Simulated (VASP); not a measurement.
Input of a VASP 6.6.1 run:

INCAR

```
SYSTEM = Pd
ALGO = Normal
EDIFF = 1E-6
ENCUT = 500
GGA = RE
GGA_COMPAT = .FALSE.
ISIF = 2
ISMEAR = 1
IVDW = 12
LASPH = .TRUE.
LCHARG = .FALSE.
LREAL = .FALSE.
LWAVE = .FALSE.
NBANDS = 11
NELM = 120
PREC = Accurate
SIGMA = 0.1
```

File KPOINTS:

```
k-points
0
G
  9 9 9
  0 0 0
```

POSCAR

```
Pd
1.0
    0.0000000000      1.9309228822      1.9309228822
    1.9309228822      0.0000000000      1.9309228822
    1.9309228822      1.9309228822      0.0000000000
Pd
1
Direct
    0.0000000000      0.0000000000      0.0000000000
```

Potentials or basis: VASP PAW PBE potentials, release 64 (Pd).

The run is started by

```bash
$ cat potpaw_PBE.64/Pd/POTCAR > POTCAR
$ mpirun -np 1 vasp_std > vasp.out
```

(1) Predict the band gap on the k mesh.

(2) Estimate the pressure.

(3) Estimate the dispersion energy per atom.

Results:

(1) zero (band 5 reaches 10.45 eV, above the bottom of band 6 at 8.91 eV).

(2) -0.3 GPa.

(3) -1.308 eV.

Caveat: the PAW data sets were made with another functional, which shifts forces and pressure a little; pairwise dispersion overbinds metals, which lowers pressure and volume.
